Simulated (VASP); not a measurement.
A run of VASP 6.6.1:

File INCAR:

```
SYSTEM = FeCo2
ALGO = Fast
EDIFF = 1E-7
ENCUT = 520
GGA = PE
ISIF = 2
ISMEAR = 0
ISPIN = 2
LASPH = .True.
LCHARG = .False.
LMAXMIX = 4
LORBIT = 11
LREAL = .False.
LWAVE = .False.
MAGMOM = 2.67 1.93 1.93
NBANDS = 24
NELM = 150
PREC = Accurate
SIGMA = 0.1
```

File KPOINTS:

```
k-points
0
Gamma
  14 14 14
  0 0 0
```

POSCAR

```
FeCo2
1.0
    0.0000000000      2.7095922809      2.7095922809
    2.7095922809      0.0000000000      2.7095922809
    2.7095922809      2.7095922809      0.0000000000
Fe Co
1 2
Direct
    0.0000000000      0.0000000000      0.0000000000
    0.2500000000      0.2500000000      0.2500000000
    0.7500000000      0.7500000000      0.7500000000
```

Potentials or basis: VASP PAW PBE potentials, release 64 (Fe, Co).

Launch:

```sh
$ cat potpaw_PBE.64/Fe/POTCAR potpaw_PBE.64/Co/POTCAR > POTCAR
$ mpirun -np 1 vasp_std > vasp.out
```

Hardware: 1 thread of Oxide Virtual Turin-like Processor (shared host).

Problem. How long does it take, and how much memory?

Solution. Run time: 8.1 min on 1 thread of Oxide Virtual Turin-like Processor, on a shared host, peak memory 0.25 GiB. Counts: scf iterations 21, k points 104.
